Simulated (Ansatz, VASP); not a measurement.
**One calculation of ZrOF2, two programs**

The input INCAR:

```
SYSTEM = ZrOF2
ALGO = Normal
EDIFF = 1E-7
ENCUT = 520
GGA = PE
ISIF = 2
ISMEAR = 0
LASPH = .True.
LCHARG = .False.
LREAL = .False.
LWAVE = .False.
NBANDS = 42
NELM = 80
PREC = Accurate
SIGMA = 0.1
```

KPOINTS

```
k-points
0
Gamma
  4 4 2
  0 0 0
```

POSCAR

```
ZrOF2
1.0
   -1.9755711229      3.4217895587      0.0000000000
    0.0000000000      0.0000000000      3.9663123165
    5.9267133686      3.4217895587      0.0000000000
Zr O F
2 2 4
Direct
    0.5000000000      0.0000000000      0.5000000000
    0.0000000000      0.0000000000      0.0000000000
    0.5000000000      0.5000000000      0.5000000000
    0.0000000000      0.5000000000      1.0000000000
    0.5000000000      0.0000000000      0.1666666667
    0.0000000000      0.0000000000      0.6666666667
    1.0000000000      0.0000000000      0.3333333333
    0.5000000000      0.0000000000      0.8333333333
```

Input for Ansatz:

```yaml
crystal:
  lattice:
    - [-1.9755711229, 3.4217895587, 0.0]
    - [0.0, 0.0, 3.9663123165]
    - [5.9267133686, 3.4217895587, 0.0]
  atoms:
    - { symbol: Zr, position: [0.5, 0.0, 0.5] }
    - { symbol: Zr, position: [0.0, 0.0, 0.0] }
    - { symbol: O, position: [0.5, 0.5, 0.5] }
    - { symbol: O, position: [0.0, 0.5, 1.0] }
    - { symbol: F, position: [0.5, 0.0, 0.1666666667] }
    - { symbol: F, position: [0.0, 0.0, 0.6666666667] }
    - { symbol: F, position: [1.0, 0.0, 0.3333333333] }
    - { symbol: F, position: [0.5, 0.0, 0.8333333333] }
basis:
  ecutwfc: 420
kpoints:
  mp_grid: { grid: [4, 4, 2] }
hamiltonian:
  xc: pbe
scf:
  occupations: { method: gaussian, width: 0.1 }
  lower_state_search: "off"
output:
  forces: true
  stress: true
  eigenvalues: true
```

Alike in both runs: task single point; functional PBE; k mesh 4 × 4 × 2; occupations gaussian, width 0.1 eV; no spin polarisation.

|  | VASP | Ansatz |
| --- | --- | --- |
| version | VASP 6.6.1 | Ansatz 0.2.0 |
| potentials or method | VASP PAW PBE potentials, release 64 (Zr_sv, O, F), cutoff 520 eV | scalar-relativistic, plane waves, PAW |
| valence electrons in the cell | 64 | 64 |

Ansatz gave:

| Property | Result |
| --- | --- |
| gap on the k mesh at the Fermi level (eV) | 3.57 |
| least direct gap on the mesh (eV) | 3.57 |
| pressure (GPa) | 0.1 |
| traceless stress, the component that is largest in VASP (GPa) | 0.07 |

**Question.** Which values does VASP return?

**Answer.** gap on the k mesh at the Fermi level (eV): 3.56; least direct gap on the mesh (eV): 3.56; pressure (GPa): 0.2; traceless stress, the component that is largest in VASP (GPa): 0.33.

The k mesh is coarse, so the values compare programs but aren't converged.
